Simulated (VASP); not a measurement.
Here is a VASP 6.6.1 calculation.

INCAR

```
SYSTEM = Sn
PREC     = Accurate       ! precision mode
ENCUT    = 600            ! plane-wave cutoff, eV
EDIFF    = 1E-6           ! SCF threshold, eV
ISMEAR   = -1             ! smearing method
SIGMA    = 0.05           ! smearing width, eV
LREAL    = .False.        ! projectors in reciprocal space
LASPH    = .True.         ! aspherical terms in the spheres
NELM     = 80             ! most SCF steps
ALGO     = Normal         ! electronic algorithm
ISIF     = 3              ! what is computed and relaxed
LWAVE    = .False.        ! write WAVECAR
LCHARG   = .False.        ! write CHGCAR
GGA      = B5             ! functional
ALDAX    = 1.0          
AGGAX    = 1.0          
AGGAC    = 1.0          
ALDAC    = 0.0          
IVDW     = 12             ! dispersion correction
VDW_S6   = 1.0          
VDW_S8   = 2.6996       
VDW_A1   = 0.4298       
VDW_A2   = 4.2359       
IBRION   = 2              ! ionic algorithm
NSW      = 80             ! ionic steps
EDIFFG   = -0.005         ! ionic threshold
```

The input KPOINTS:

```
regular mesh
0
Gamma
  7 7 7
  0 0 0
```

Contents of POSCAR:

```
Sn
1.0
    0.0000000000      3.2333428000      3.2333428000
    3.2333428000      0.0000000000      3.2333428000
    3.2333428000      3.2333428000      0.0000000000
Sn
2
Direct
    0.7500000000      0.7500000000      0.7500000000
    0.5000000000      0.5000000000      0.5000000000
```

Potentials or basis: VASP PAW PBE potentials, release 64 (Sn_d).

Launch:

```bash
$ cat potpaw_PBE.64/Sn_d/POTCAR > POTCAR
$ mpirun -np 1 vasp_std > vasp.out
```

Task: Predict the space group after relaxing (to 0.05 Å).

Result: Fd-3m (No. 227).

Task: Predict the relaxed cell.

Result: a = 4.664 Å, b = 4.664 Å, c = 4.664 Å, α = 60.00°, β = 60.00°, γ = 60.00°.

Task: Predict the band gap on the k mesh.

Result: Zero (band 14 reaches 5.66 eV, above the bottom of band 15 at 5.49 eV).

Final structure:
```yaml
crystal:
  lattice:
    - [0.00000, 3.29765, 3.29765]
    - [3.29765, 0.00000, 3.29765]
    - [3.29765, 3.29765, 0.00000]
  atoms:
    - { symbol: Sn, position: [0.75000, 0.75000, 0.75000] }
    - { symbol: Sn, position: [0.50000, 0.50000, 0.50000] }
```

Caveat: spin-orbit coupling is left out, which moves the levels of the heavy elements. Zero-point motion and thermal expansion aren't in these numbers.
